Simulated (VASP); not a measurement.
Set up this calculation in VASP 6.6.1, as the native input.

```yaml
Task: single point
Functional: PBE
Potentials_or_basis: VASP PAW PBE potentials, release 64 (Be)
Cutoff: 520 eV
k_mesh: 15 × 15 × 15
Occupations: fermi-dirac, width 0.1 eV
Spin: no spin polarisation
Dipole_correction: no
Further_INCAR_settings: ALGO = Normal; EDIFF = 1e-07; NBANDS = 9
```

The structure of Be lies in POSCAR:

```
Be
1.0
    0.0000000000      2.3469600750      2.3469600750
    2.3469600750      0.0000000000      2.3469600750
    2.3469600750      2.3469600750      0.0000000000
Be
2
Direct
   -0.1250000000     -0.1250000000     -0.1250000000
    0.1250000000      0.1250000000      0.1250000000
```

This cell differs from its parent crystal: volume scaled by 0.88.

These files were run (other wordings do the same):

INCAR

```
PREC     = Accurate       # precision mode
ENCUT    = 520            # plane-wave cutoff, eV
EDIFF    = 1E-7           # SCF threshold, eV
ISMEAR   = -1             # smearing method
SIGMA    = 0.1            # smearing width, eV
LREAL    = False          # projectors in reciprocal space
LASPH    = True           # aspherical terms in the spheres
NELM     = 60             # most SCF steps
ALGO     = Normal         # electronic algorithm
ISIF     = 2              # what is computed and relaxed
LWAVE    = False          # write WAVECAR
LCHARG   = False          # write CHGCAR
GGA      = PE             # functional
NBANDS   = 9              # bands
```

KPOINTS

```
Automatic mesh
0
Gamma
  15 15 15
```

Potentials or basis: VASP PAW PBE potentials, release 64 (Be).

Command:

```sh
$ cat potpaw_PBE.64/Be/POTCAR > POTCAR
$ mpirun -np 1 vasp_std > vasp.out
```

It gave:

```
Pressure               : 7.0 GPa
Band gap on the k mesh : zero (band 2 reaches 7.70 eV, above the bottom of band 3 at 0.78 eV)
```

It took 18 s on 1 thread of Intel(R) Xeon(R) Platinum 8375C CPU @ 2.90GHz (Ice Lake) (shared host), peak memory 0.16 GiB.
